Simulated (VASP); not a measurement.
# Bi (I4/mmm) in VASP: a series of runs

Runs on Bi. Level: LDA. Tasks: single point.

All numbers are computed with VASP 6.6.1; they aren't measurements. Logs are shortened: lines on timing, memory, paths and dates and some standing lists are left out, and cuts for length are marked.

## Step 1: The cell of the first run

Symmetry: I4/mmm, No. 139, tetragonal system. Conventional cell: a = 8.470 Å, b = 8.470 Å, c = 2.901 Å, α = 90.00°, β = 90.00°, γ = 90.00°. Bi (site symmetry 4/mmm) has 2 Bi at 2.90 Å within 3.8 Å.

## Step 2: Single point, LDA

INCAR reads:

```
SYSTEM = Bi
  PREC = Accurate
  ENCUT = 520
  EDIFF = 1E-7
  ISMEAR = 1
  SIGMA = 0.1
  LREAL = .FALSE.
  LASPH = .TRUE.
  NELM = 60
  ALGO = Normal
  ISIF = 2
  LWAVE = .FALSE.
  LCHARG = .TRUE.
  LELF = .TRUE.
  LVHAR = .TRUE.
  NBANDS = 14
```

KPOINTS reads:

```
regular mesh
0
G
  6 6 6
  0 0 0
```

POSCAR reads:

```
Bi
1.0
   -4.2351830897      4.2351830897      1.4505850929
    4.2351830897     -4.2351830897      1.4505850929
    4.2351830897      4.2351830897     -1.4505850929
Bi
1
Direct
    0.0000000000      0.0000000000      0.0000000000
```

Potentials or basis: VASP PAW LDA potentials, release 64 (Bi_d).

Started as:

```sh
cat potpaw_LDA.64/Bi_d/POTCAR > POTCAR
mpirun -np 1 vasp_std > vasp.out
```

OUTCAR:

```text
SYSTEM = Bi
   PREC = Accurate
   ENCUT = 520
   EDIFF = 1E-7
   ISMEAR = 1
   LREAL = .FALSE.
   LASPH = .TRUE.
   NELM = 60
   ISIF = 2

 ion  position               nearest neighbor table
   1  0.000  0.000  0.000-

  LATTYP: Found a body centered tetragonal cell.
 ALAT       =     8.4703661794
 C/A-ratio  =     0.3425082369

  Lattice vectors:

 A1 = (  -4.2351830897,   4.2351830897,   1.4505850929)
 A2 = (   4.2351830897,  -4.2351830897,   1.4505850929)
 A3 = (   4.2351830897,   4.2351830897,  -1.4505850929)

Analysis of symmetry for initial positions (statically):
=====================================================================
 Subroutine PRICEL returns:
 Original cell was already a primitive cell.

 Routine SETGRP: Setting up the symmetry group for a
 body centered tetragonal supercell.

 Subroutine GETGRP returns: Found 16 space group operations
 (whereof 16 operations were pure point group operations)
 out of a pool of 16 trial point group operations.

The static configuration has the point symmetry D_4h.

Analysis of symmetry for dynamics (positions and initial velocities):
=====================================================================
 Subroutine PRICEL returns:
 Original cell was already a primitive cell.

 Routine SETGRP: Setting up the symmetry group for a
 body centered tetragonal supercell.

 Subroutine GETGRP returns: Found 16 space group operations
 (whereof 16 operations were pure point group operations)
 out of a pool of 16 trial point group operations.

The dynamic configuration has the point symmetry D_4h.

 Subroutine INISYM returns: Found 16 space group operations
 (whereof 16 operations are pure point group operations),
 and found     1 'primitive' translations

----------------------------------------------------------------------------------------

                                     Primitive cell

  volume of cell :     104.0753

  direct lattice vectors                    reciprocal lattice vectors
    -4.235183090  4.235183090  1.450585093     0.000000000  0.118058650  0.344688500
     4.235183090 -4.235183090  1.450585093     0.118058650  0.000000000  0.344688500
     4.235183090  4.235183090 -1.450585093     0.118058650  0.118058650  0.000000000

  length of vectors
     6.162608921  6.162608921  6.162608921     0.364345999  0.364345999  0.166960145

  position of ions in fractional coordinates (direct lattice)
     0.000000000  0.000000000  0.000000000

  ion indices of the primitive-cell ions
   primitive index   ion index
                 1           1

----------------------------------------------------------------------------------------

 KPOINTS: regular mesh

Automatic generation of k-mesh.
 Grid dimensions read from file:
 generate k-points for:    6    6    6

 Generating k-lattice:

  Cartesian coordinates                     Fractional coordinates (reciprocal lattice)
     0.000000000  0.019676442  0.057448083     0.166666667  0.000000000  0.000000000
     0.019676442  0.000000000  0.057448083     0.000000000  0.166666667  0.000000000
     0.019676442  0.019676442  0.000000000     0.000000000  0.000000000  0.166666667

  Length of vectors
     0.060724333  0.060724333  0.027826691

  Shift w.r.t. Gamma in fractional coordinates (k-lattice)
     0.000000000  0.000000000  0.000000000

 Subroutine IBZKPT returns following result:
 ===========================================

 Found     30 irreducible k-points:

 Following reciprocal coordinates:
            Coordinates               Weight
  0.000000  0.000000  0.000000      1.000000
  0.166667  0.000000 -0.000000      8.000000
  0.333333  0.000000 -0.000000      8.000000
  0.500000  0.000000 -0.000000      4.000000
  0.166667  0.166667 -0.000000      8.000000
  0.333333  0.166667 -0.000000     16.000000
[... 16 lines left out ...]
 -0.333333 -0.333333  0.166667      8.000000
 -0.166667 -0.333333  0.166667      8.000000
 [... further k-points ...]
   k-points           NKPTS =     30   k-points in BZ     NKDIM =     30   number of bands    NBANDS=     14
   number of dos      NEDOS =    301   number of ions     NIONS =      1
   total plane-waves  NPLWV = 110592
   dimension x,y,z NGX =    48 NGY =   48 NGZ =   48
   dimension x,y,z NGXF=    96 NGYF=   96 NGZF=   96
   ions per type =               1
   NGX,Y,Z   is equivalent  to a cutoff of  12.95, 12.95, 12.95 a.u.
   NGXF,Y,Z  is equivalent  to a cutoff of  25.90, 25.90, 25.90 a.u.
 SYSTEM =  Bi
   PREC   = accura    normal or accurate (medium, high low for compatibility)
   ISTART =      0    job   : 0-new  1-cont  2-samecut
   ICHARG =      2    charge: 1-file 2-atom 10-const
   ISPIN  =      1    spin polarized calculation?
   LNONCOLLINEAR =      F non collinear calculations
   LSORBIT =      F    spin-orbit coupling
   LASPH  =      T    aspherical Exc in radial PAW
   ENCUT  =  520.0 eV  38.22 Ry    6.18 a.u.  11.46 11.46 11.46*2*pi/ulx,y,z
   NELM   =     60;   NELMIN=  2; NELMDL= -5     # of ELM steps
   EDIFF  = 0.1E-06   stopping-criterion for ELM
   LREAL  =      F    real-space projection
   EDIFFG = 0.1E-05   stopping-criterion for IOM
   NSW    =      0    number of steps for IOM
   IBRION =     -1    ionic relax: 0-MD 1-quasi-New 2-CG
   NFREE  =      0    steps in history (QN), initial steepest desc. (CG)
   ISIF   =      2    stress and relaxation
   ISYM   =      2    0-nonsym 1-usesym 2-fastsym
   POTIM  = 0.5000    time-step for ionic-motion
   TEBEG  =    0.0;   TEEND  =   0.0 temperature during run
   PSTRESS=    0.0 pullay stress
   NELECT =      15.0000    total number of electrons
   NUPDOWN=      -1.0000    fix difference up-down
   EMIN   =  10.00;   EMAX   =-10.00  energy-range for DOS
   EFERMI =   0.00;   METHOD = LEGACY
   ISMEAR =     1;   SIGMA  =   0.10  broadening in eV -4-tet -1-fermi 0-gaus
   EFERMI_NEDOS =   21; number of points for ismear=-14 and -15
   IALGO  =     38    algorithm
   IMIX   =      4    mixing-type and parameters
     AMIX     =   0.40;   BMIX     =  1.00
     AMIX_MAG =   1.60;   BMIX_MAG =  1.00
  volume/ion in A,a.u.               =     104.08       702.33
  Fermi-wavevector in a.u.,A,eV,Ry     =   0.858333  1.622015 10.023907  0.736736
  Thomas-Fermi vector in A             =   1.975522
   LORBIT       =      0    0 simple, 1 ext, 2 COOP (PROOUT), +10 PAW based schemes
   GGA     = CA    functional components
   LHFCALC =     F    Hartree Fock is set to
   AEXX    =    0.0000 exact exchange contribution
   IVDW    =     0    specifies the selected vdW correction
   LEPSILON=     F    determine dielectric tensor
   LRPA    =     F    only Hartree local field effects (RPA)
 non-spin polarized calculation
 Methfessel and Paxton  Order N= 1 SIGMA  =   0.10
  energy-cutoff  :      520.00
  volume of cell :      104.08
 maximum number of plane-waves:      2820
 NGX is ok and might be reduce to    48
   NGX = 23   NGY = 23   NGZ = 23

 number of electron      15.0000003 magnetization

 Free energy of the ion-electron system (eV)
  ---------------------------------------------------
  ext. energy  EPLUGINS =         0.00000000
  ---------------------------------------------------
  free energy    TOTEN  =        -3.14817568 eV

  energy without entropy =       -3.15117724  energy(sigma->0) =       -3.14917620

 E-fermi :  -1.7029     XC(G=0):  -5.1722

 val. band max:       -1.7708908350   @ k =  -0.1667  -0.1667   0.1667
 cond. band min:      -0.8080235338   @ k =   0.3333   0.3333   0.1667
 fundamental gap:      0.9628673012
 Fermi energy:        -1.7029475036

 k-point     1 :       0.0000    0.0000    0.0000
  band No.  band energies     occupation
      1     -23.8422      2.00000
      2     -23.5481      2.00000
      3     -23.5480      2.00000
      4     -23.2843      2.00000
      5     -23.2843      2.00000
      6     -12.6612      2.00000
      7      -2.4080      2.00000
      8      -2.4080      2.00000
      9       1.4804      0.00000
     10       3.3217      0.00000
     11       6.0823      0.00000
     12       6.6161      0.00000
     13       6.6161      0.00000
     14       7.4064      0.00000

 k-point     2 :       0.1667    0.0000   -0.0000
  band No.  band energies     occupation
      1     -23.6503      2.00000
      2     -23.5406      2.00000
      3     -23.5405      2.00000
      4     -23.3550      2.00000
      5     -23.3550      2.00000
      6     -12.1646      2.00000
      7      -1.8925      2.02205
      8      -1.8850      2.02733
      9       2.0661      0.00000
     10       3.3546      0.00000
     11       3.8857      0.00000
     12       5.9163      0.00000
     13       7.1869      0.00000
     14       7.2261      0.00000

 k-point     3 :       0.3333    0.0000   -0.0000
  band No.  band energies     occupation
      1     -23.5255      2.00000
      2     -23.5254      2.00000
      3     -23.4933      2.00000
      4     -23.4933      2.00000
      5     -23.2620      2.00000
      6     -10.6879      2.00000
      7      -1.7768      1.94551
      8      -0.5313     -0.00000
      9      -0.5135     -0.00000
     10       3.9172      0.00000
     11       5.4824      0.00000
     12       6.4345      0.00000
     13       7.1766      0.00000
     14       7.2113      0.00000
[... 324 lines left out ...]
 k-point    23 :      -0.3333   -0.3333    0.1667
  band No.  band energies     occupation
      1     -23.5255      2.00000
      2     -23.5253      2.00000
      3     -23.4933      2.00000
      4     -23.4933      2.00000
      5     -23.2620      2.00000
      6     -10.6776      2.00000
      7      -1.7905      2.01376
      8      -0.7605     -0.00000
      9      -0.6635     -0.00000
     10       4.7322      0.00000
     11       5.7342      0.00000
     12       6.4329      0.00000
     13       7.4752      0.00000
     14       8.3626      0.00000

 k-point    24 :      -0.1667   -0.3333    0.1667
  band No.  band energies     occupation
      1     -23.5610      2.00000
      2     -23.5610      2.00000
      3     -23.5179      2.00000
      4     -23.5178      2.00000
      5     -23.0662      2.00000
      6      -9.2398      2.00000
      7      -4.5356      2.00000
      8       0.5936      0.00000
      9       0.5964      0.00000
     10       5.0127      0.00000
     11       5.1054      0.00000
     12       6.0925      0.00000
     13       7.1109      0.00000
     14       7.7006      0.00000

 [... further k-points ...]

------------------------ aborting loop because EDIFF is reached ----------------------------------------

  FORCE on cell =-STRESS in cart. coord.  units (eV):
  Direction    XX          YY          ZZ          XY          YZ          ZX
  --------------------------------------------------------------------------------------
  -------------------------------------------------------------------------------------
  Total       -0.0916474     -0.0916474      0.1733087      0.0000000     -0.0000000      0.0000000
  in kB       -1.4108579     -1.4108579      2.6679853      0.0000000     -0.0000000      0.0000000
  external PRESSURE =      -0.0512435 kB  Pullay stress =       0.0000000 kB

 VOLUME and BASIS-vectors are now :
 -----------------------------------------------------------------------------
  energy-cutoff  :      520.00
  volume of cell :      104.08
      direct lattice vectors                 reciprocal lattice vectors
    -4.235183090  4.235183090  1.450585093     0.000000000  0.118058650  0.344688500
     4.235183090 -4.235183090  1.450585093     0.118058650  0.000000000  0.344688500
     4.235183090  4.235183090 -1.450585093     0.118058650  0.118058650  0.000000000

 POSITION                                       TOTAL-FORCE (eV/Angst)
 -----------------------------------------------------------------------------------
      0.00000      0.00000      0.00000         0.000000     -0.000000      0.000000
 -----------------------------------------------------------------------------------
    total drift:                               -0.000000      0.000000      0.000000

  FREE ENERGIE OF THE ION-ELECTRON SYSTEM (eV)
  ---------------------------------------------------
  free  energy   TOTEN  =        -3.1481756754 eV

  energy  without entropy=       -3.1511772449  energy(sigma->0) =       -3.14917620
```

It took 1.7 min on 1 thread of Intel Xeon 8259CL, shared host; peak memory 0.25 GiB.

What came out:

```
Free energy            : -3.1482 eV
Pressure               : 0.0 GPa
Band gap on the k mesh : zero (an odd number of electrons rules out a gap without spin polarisation)
```

Stress tensor (GPa, compression positive):
```
-0.14  0.00  0.00
 0.00 -0.14  0.00
 0.00  0.00  0.27
```

Caveat: the k points lie up to 0.38 Å⁻¹ apart, too coarse for converged energies and pressures of a metal; spin-orbit coupling is left out, which moves the levels of the heavy elements.

## Step 3: Single point, LDA

INCAR reads:

```
ALGO = Normal
EDIFF = 1E-6
ENCUT = 520
GGA = CA
ISIF = 2
ISMEAR = 1
LASPH = True
LCHARG = False
LREAL = False
LWAVE = False
NBANDS = 14
NELM = 60
PREC = Accurate
SIGMA = 0.1
```

KPOINTS reads:

```
k-points
0
Gamma
  6 6 6
```

POSCAR reads:

```
Bi
1.0
   -4.2343021438      4.2343021438      1.4514052921
    4.2343021438     -4.2343021438      1.4514052921
    4.2343021438      4.2343021438     -1.4514052921
Bi
1
Direct
    0.0000000000      0.0000000000      0.0000000000
```

Potentials or basis: VASP PAW LDA potentials, release 64 (Bi_d).

Started as:

```sh
cat potpaw_LDA.64/Bi_d/POTCAR > POTCAR
mpirun -np 1 vasp_std > vasp.out
```

Run time: 1.7 min. Hardware: 1 thread of Intel Xeon 8259CL, shared host; peak memory 0.25 GiB.

It converged, with:

```
Free energy            : -3.1483 eV
Pressure               : 0.0 GPa
Band gap on the k mesh : zero (an odd number of electrons rules out a gap without spin polarisation)
```

Stress tensor (GPa, compression positive):
```
-0.13  0.00  0.00
 0.00 -0.13  0.00
 0.00  0.00  0.18
```

Levels at points of the mesh, in eV from the Fermi level:
| k point | band 5 | band 6 | band 7 | band 8 | band 9 | band 10 | band 11 | band 12 |
| --- | --- | --- | --- | --- | --- | --- | --- | --- |
| (0.00, 0.00, 0.00) | -21.58 | -10.95 | -0.70 | -0.70 | 3.19 | 5.03 | 7.80 | 8.33 |
| (0.50, 0.00, 0.00) | -21.36 | -7.54 | -2.82 | 2.29 | 2.30 | 6.51 | 6.75 | 8.52 |
| (0.50, 0.50, 0.00) | -21.58 | -10.94 | -1.10 | -0.66 | 4.27 | 5.48 | 6.28 | 8.19 |
| (0.50, 0.50, 0.50) | -21.58 | -10.93 | -1.04 | -1.04 | 4.34 | 6.96 | 6.96 | 7.59 |

Caveat: the k points lie up to 0.38 Å⁻¹ apart, too coarse for converged energies and pressures of a metal; spin-orbit coupling is left out, which moves the levels of the heavy elements.
